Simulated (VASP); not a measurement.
Zr: single point with r2SCAN

The system is Zr.

```
Zr
1.0
     3.02467   -1.99908    0.00000
     3.02467    1.99908    0.00000
     0.00000    0.00000    8.15473
Zr
4
Direct
  0.85000 0.15000 0.11700
  0.65000 0.35000 0.61700
  0.15000 0.85000 0.88300
  0.35000 0.65000 0.38300
```

| Property | Result |
| --- | --- |
| Program | VASP 6.6.1 |
| Task | single point |
| Functional | r2SCAN |
| Potentials or basis | VASP PAW PBE potentials, release 64 (Zr_sv) |
| Cutoff | 520 eV |
| k mesh | 6 × 6 × 2 |
| Occupations | gaussian, width 0.1 eV |
| Spin | no spin polarisation |
| Dipole correction | no |
| Further INCAR settings | ALGO = Normal; EDIFF = 1e-07; NBANDS = 32 |

```
Pressure               : 1.9 GPa
Largest force          : 3.987 eV/Å
Band gap on the k mesh : zero (band 24 reaches 8.03 eV, above the bottom of band 25 at 7.32 eV)
```

Forces on the atoms (eV/Å):
```
Zr   0.000  2.706  2.928
Zr   0.000 -2.706  2.928
Zr   0.000 -2.706 -2.928
Zr   0.000  2.706 -2.928
```

Stress tensor (GPa, compression positive):
```
-15.76   0.00   0.00
  0.00   2.25   0.00
  0.00   0.00  19.20
```

Levels at points of the mesh, in eV from the Fermi level:
| k point | band 21 | band 22 | band 23 | band 24 | band 25 | band 26 | band 27 | band 28 |
| --- | --- | --- | --- | --- | --- | --- | --- | --- |
| (0.00, 0.00, 0.00) | -0.88 | -0.03 | -0.01 | 0.07 | 0.28 | 1.27 | 1.48 | 2.01 |
| (0.50, 0.00, 0.00) | -0.54 | -0.54 | -0.10 | -0.10 | 0.59 | 0.59 | 1.81 | 1.81 |
| (0.50, 0.50, 0.00) | -1.20 | -0.83 | -0.63 | 0.15 | 0.24 | 1.49 | 1.80 | 2.32 |
| (0.00, 0.00, 0.50) | -0.67 | -0.67 | -0.23 | -0.23 | 1.05 | 1.05 | 1.19 | 1.19 |
| (0.50, 0.00, 0.50) | -0.78 | -0.78 | -0.41 | -0.41 | 1.10 | 1.10 | 2.31 | 2.31 |
| (0.50, 0.50, 0.50) | -1.54 | -1.54 | -0.55 | -0.55 | -0.26 | -0.26 | 3.66 | 3.66 |

It took 5.4 min on 1 thread of Intel(R) Xeon(R) Platinum 8259CL CPU @ 2.50GHz (Skylake/Cascade Lake), with other jobs on the host, peak memory 0.25 GiB.

Caveat: the k points lie up to 0.39 Å⁻¹ apart; the PAW data sets were made with another functional, which shifts forces and pressure a little.
